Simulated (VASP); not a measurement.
# As (R-3m) in VASP: notebook

Runs on As. Level: PBE. Tasks: single point.

Program: VASP 6.6.1. These are calculated values, not measurements. Logs are shortened: lines on timing, memory, paths and dates and some standing lists are left out, and cuts for length are marked.

## 1. The cell of the first run

Symmetry: R-3m, No. 166, trigonal system. The conventional cell has a = 3.762 Å, b = 3.762 Å, c = 10.542 Å, α = 90.00°, β = 90.00°, γ = 120.00°. As (site symmetry 3m) has 6 As at 2.51 to 3.14 Å within 3.3 Å.

## 2. Single point, PBE

Input file INCAR:

```
PREC = Accurate ; ENCUT = 500
EDIFF = 1E-6 ; ISMEAR = -1
SIGMA = 0.1 ; LREAL = False
LASPH = True ; NELM = 120
ALGO = Normal ; ISIF = 2
LWAVE = False ; LCHARG = False
GGA = PE ; NBANDS = 12
GGA_COMPAT = False
```

Input file KPOINTS:

```
regular mesh
0
Gamma
  7 7 7
```

Input file POSCAR:

```
As
1.0
    1.8807970000      1.0858786542      3.5140620000
   -1.8807970000      1.0858786542      3.5140620000
    0.0000000000     -2.1717573085      3.5140620000
As
2
Direct
    0.7739996667      0.7739996667      0.7739996667
    0.2260003333      0.2260003333      0.2260003333
```

Potentials or basis: VASP PAW PBE potentials, release 64 (As).

On the command line:

```sh
> cat potpaw_PBE.64/As/POTCAR > POTCAR
> mpirun -np 1 vasp_std > vasp.out
```

OUTCAR:

```text
PREC = Accurate
   ENCUT = 500
   EDIFF = 1E-6
   ISMEAR = -1
   LREAL = False
   LASPH = True
   NELM = 120
   ISIF = 2
   GGA = PE

 ion  position               nearest neighbor table
   1  0.774  0.774  0.774-   2 2.51   2 2.51   2 2.51
   2  0.226  0.226  0.226-   1 2.51   1 2.51   1 2.51

  LATTYP: Found a trigonal (rhomboedric) cell.
 ALAT       =     4.1310000662
 COS(alpha) =     0.5854246858

  Lattice vectors:

 A1 = (   1.8807970000,   1.0858786542,   3.5140620000)
 A2 = (  -1.8807970000,   1.0858786542,   3.5140620000)
 A3 = (   0.0000000000,  -2.1717573085,   3.5140620000)

Analysis of symmetry for initial positions (statically):
=====================================================================
 Subroutine PRICEL returns:
 Original cell was already a primitive cell.

 Routine SETGRP: Setting up the symmetry group for a
 trigonal (rhombohedral) supercell.

 Subroutine GETGRP returns: Found 12 space group operations
 (whereof 12 operations were pure point group operations)
 out of a pool of 12 trial point group operations.

The static configuration has the point symmetry D_3d.

Analysis of symmetry for dynamics (positions and initial velocities):
=====================================================================
 Subroutine PRICEL returns:
 Original cell was already a primitive cell.

 Routine SETGRP: Setting up the symmetry group for a
 trigonal (rhombohedral) supercell.

 Subroutine GETGRP returns: Found 12 space group operations
 (whereof 12 operations were pure point group operations)
 out of a pool of 12 trial point group operations.

The dynamic configuration has the point symmetry D_3d.

 Subroutine INISYM returns: Found 12 space group operations
 (whereof 12 operations are pure point group operations),
 and found     1 'primitive' translations

----------------------------------------------------------------------------------------

                                     Primitive cell

  volume of cell :      43.0610

  direct lattice vectors                    reciprocal lattice vectors
     1.880797000  1.085878654  3.514062000     0.265844746  0.153485535  0.094856987
    -1.880797000  1.085878654  3.514062000    -0.265844746  0.153485535  0.094856987
     0.000000000 -2.171757309  3.514062000     0.000000000 -0.306971071  0.094856987

  length of vectors
     4.131000066  4.131000066  4.131000066     0.321292836  0.321292836  0.321292836

  position of ions in fractional coordinates (direct lattice)
     0.773999667  0.773999667  0.773999667
     0.226000333  0.226000333  0.226000333

  ion indices of the primitive-cell ions
   primitive index   ion index
                 1           1
                 2           2

----------------------------------------------------------------------------------------

 KPOINTS: regular mesh

Automatic generation of k-mesh.
 Grid dimensions read from file:
 generate k-points for:    7    7    7

 Generating k-lattice:

  Cartesian coordinates                     Fractional coordinates (reciprocal lattice)
     0.037977821  0.021926505  0.013550998     0.142857143  0.000000000  0.000000000
    -0.037977821  0.021926505  0.013550998     0.000000000  0.142857143  0.000000000
     0.000000000 -0.043853010  0.013550998     0.000000000  0.000000000  0.142857143

  Length of vectors
     0.045898977  0.045898977  0.045898977

  Shift w.r.t. Gamma in fractional coordinates (k-lattice)
     0.000000000  0.000000000  0.000000000

 Subroutine IBZKPT returns following result:
 ===========================================

 Found     44 irreducible k-points:

 Following reciprocal coordinates:
            Coordinates               Weight
  0.000000  0.000000  0.000000      1.000000
  0.142857 -0.000000 -0.000000      6.000000
  0.285714 -0.000000 -0.000000      6.000000
  0.428571 -0.000000  0.000000      6.000000
  0.142857  0.142857 -0.000000      6.000000
  0.285714  0.142857 -0.000000     12.000000
[... 16 lines left out ...]
  0.285714  0.285714  0.142857      6.000000
  0.428571  0.285714  0.142857     12.000000
 [... further k-points ...]
   k-points           NKPTS =     44   k-points in BZ     NKDIM =     44   number of bands    NBANDS=     12
   number of dos      NEDOS =    301   number of ions     NIONS =      2
   total plane-waves  NPLWV =  27000
   dimension x,y,z NGX =    30 NGY =   30 NGZ =   30
   dimension x,y,z NGXF=    60 NGYF=   60 NGZF=   60
   ions per type =               2
   NGX,Y,Z   is equivalent  to a cutoff of  12.07, 12.07, 12.07 a.u.
   NGXF,Y,Z  is equivalent  to a cutoff of  24.15, 24.15, 24.15 a.u.
 SYSTEM =  unknown system
   PREC   = accura    normal or accurate (medium, high low for compatibility)
   ISTART =      0    job   : 0-new  1-cont  2-samecut
   ICHARG =      2    charge: 1-file 2-atom 10-const
   ISPIN  =      1    spin polarized calculation?
   LNONCOLLINEAR =      F non collinear calculations
   LSORBIT =      F    spin-orbit coupling
   LASPH  =      T    aspherical Exc in radial PAW
   ENCUT  =  500.0 eV  36.75 Ry    6.06 a.u.   7.53  7.53  7.53*2*pi/ulx,y,z
   NELM   =    120;   NELMIN=  2; NELMDL= -5     # of ELM steps
   EDIFF  = 0.1E-05   stopping-criterion for ELM
   LREAL  =      F    real-space projection
   EDIFFG = 0.1E-04   stopping-criterion for IOM
   NSW    =      0    number of steps for IOM
   IBRION =     -1    ionic relax: 0-MD 1-quasi-New 2-CG
   NFREE  =      0    steps in history (QN), initial steepest desc. (CG)
   ISIF   =      2    stress and relaxation
   ISYM   =      2    0-nonsym 1-usesym 2-fastsym
   POTIM  = 0.5000    time-step for ionic-motion
   TEBEG  =    0.0;   TEEND  =   0.0 temperature during run
   PSTRESS=    0.0 pullay stress
   NELECT =      10.0000    total number of electrons
   NUPDOWN=      -1.0000    fix difference up-down
   EMIN   =  10.00;   EMAX   =-10.00  energy-range for DOS
   EFERMI =   0.00;   METHOD = LEGACY
   ISMEAR =    -1;   SIGMA  =   0.10  broadening in eV -4-tet -1-fermi 0-gaus
   EFERMI_NEDOS =   21; number of points for ismear=-14 and -15
   IALGO  =     38    algorithm
   IMIX   =      4    mixing-type and parameters
     AMIX     =   0.40;   BMIX     =  1.00
     AMIX_MAG =   1.60;   BMIX_MAG =  1.00
  volume/ion in A,a.u.               =      21.53       145.29
  Fermi-wavevector in a.u.,A,eV,Ry     =   1.006268  1.901570 13.776915  1.012575
  Thomas-Fermi vector in A             =   2.138999
   LORBIT       =      0    0 simple, 1 ext, 2 COOP (PROOUT), +10 PAW based schemes
   GGA     = PE    functional components
   LHFCALC =     F    Hartree Fock is set to
   AEXX    =    0.0000 exact exchange contribution
   IVDW    =     0    specifies the selected vdW correction
   LEPSILON=     F    determine dielectric tensor
   LRPA    =     F    only Hartree local field effects (RPA)
 non-spin polarized calculation
  energy-cutoff  :      500.00
  volume of cell :       43.06
 maximum number of plane-waves:      1111
 NGX is ok and might be reduce to    30
   NGX = 15   NGY = 15   NGZ = 15

 number of electron      10.0000000 magnetization

 Free energy of the ion-electron system (eV)
  ---------------------------------------------------
  ext. energy  EPLUGINS =         0.00000000
  ---------------------------------------------------
  free energy    TOTEN  =        -9.34087682 eV

  energy without entropy =       -9.33418277  energy(sigma->0) =       -9.33752980

 E-fermi :   5.4935     XC(G=0):  -9.9665

 val. band max:        5.4724818456   @ k =   0.4286  -0.0000   0.0000
 cond. band min:       5.4937131027   @ k =   0.4286   0.2857   0.2857
 fundamental gap:      0.0212312572
 Fermi energy:         5.4934572907

 k-point     1 :       0.0000    0.0000    0.0000
  band No.  band energies     occupation
      1      -9.6072      2.00000
      2      -0.3282      2.00000
      3       2.9817      2.00000
      4       3.4196      2.00000
      5       3.4196      2.00000
      6       7.0521      0.00000
      7       8.3628      0.00000
      8       8.3628      0.00000
      9      12.3413      0.00000
     10      12.3413      0.00000
     11      12.8602      0.00000
     12      14.2385      0.00000

 k-point     2 :       0.1429   -0.0000   -0.0000
  band No.  band energies     occupation
      1      -9.3343      2.00000
      2      -1.2361      2.00000
      3       2.9046      2.00000
      4       3.2211      2.00000
      5       3.5025      2.00000
      6       7.3142      0.00000
      7       7.9842      0.00000
      8       8.1581      0.00000
      9      11.1911      0.00000
     10      12.0032      0.00000
     11      12.2618      0.00000
     12      15.7726      0.00000

 k-point     3 :       0.2857   -0.0000   -0.0000
  band No.  band energies     occupation
      1      -8.5315      2.00000
      2      -3.1669      2.00000
      3       2.6322      2.00000
      4       2.8531      2.00000
      5       4.1292      2.00000
      6       6.3861      0.00027
      7       7.1260      0.00000
      8       7.4874      0.00000
      9      11.8494      0.00000
     10      12.5528      0.00000
     11      13.6325      0.00000
     12      17.9842      0.00000
[... 286 lines left out ...]
 k-point    23 :       0.2857    0.2857    0.1429
  band No.  band energies     occupation
      1      -8.9002      2.00000
      2      -2.5772      2.00000
      3       1.9519      2.00000
      4       2.6867      2.00000
      5       4.7374      1.99896
      6       6.9388      0.00000
      7       7.8812      0.00000
      8       8.6133      0.00000
      9      11.5096      0.00000
     10      13.5565      0.00000
     11      14.5332      0.00000
     12      15.7857      0.00000

 k-point    24 :       0.4286    0.2857    0.1429
  band No.  band energies     occupation
      1      -8.2458      2.00000
      2      -3.3489      2.00000
      3       0.6979      2.00000
      4       1.9759      2.00000
      5       4.3895      1.99997
      6       7.2191      0.00000
      7       8.4524      0.00000
      8       9.4123      0.00000
      9      11.4331      0.00000
     10      14.4793      0.00000
     11      15.7818      0.00000
     12      16.0167      0.00000

 [... further k-points ...]
[... 5 lines left out ...]
  --------------------------------------------------------------------------------------
  -------------------------------------------------------------------------------------
  Total        1.1529539      1.1529539      0.8753372      0.0000000     -0.0000000      0.0000000
  in kB       42.8981588     42.8981588     32.5688250      0.0000000     -0.0000000      0.0000000
  external PRESSURE =      39.4550475 kB  Pullay stress =       0.0000000 kB

 VOLUME and BASIS-vectors are now :
 -----------------------------------------------------------------------------
  energy-cutoff  :      500.00
  volume of cell :       43.06
      direct lattice vectors                 reciprocal lattice vectors
     1.880797000  1.085878654  3.514062000     0.265844746  0.153485535  0.094856987
    -1.880797000  1.085878654  3.514062000    -0.265844746  0.153485535  0.094856987
     0.000000000 -2.171757309  3.514062000     0.000000000 -0.306971071  0.094856987

 POSITION                                       TOTAL-FORCE (eV/Angst)
 -----------------------------------------------------------------------------------
      0.00000     -0.00000      8.15965         0.000000      0.000000     -0.451089
      0.00000     -0.00000      2.38254         0.000000     -0.000000      0.451089
 -----------------------------------------------------------------------------------
    total drift:                               -0.000000      0.000000     -0.000000

  FREE ENERGIE OF THE ION-ELECTRON SYSTEM (eV)
  ---------------------------------------------------
  free  energy   TOTEN  =        -9.3408768203 eV

  energy  without entropy=       -9.3341827725  energy(sigma->0) =       -9.33752980
```

Run time: 20 s. Hardware: 1 thread of Intel Xeon Platinum 8259CL at 2.50GHz (Skylake/Cascade Lake), shared host; peak memory 0.17 GiB.

What came out:

```yaml
Free_energy: -9.3409 eV
Pressure: 3.9 GPa
Largest_force: 0.451 eV/Å
Band_gap_on_the_k_mesh: zero (bands 5 and 6 overlap by 0.02 eV)
```

Forces on the atoms (eV/Å):
```
As   0.000  0.000 -0.451
As   0.000  0.000  0.451
```

Caveat: the cell stands under pressure.

[end of part 1 of 3]

The gap in the log of VASP goes by the Fermi energy; the results here count the filled bands.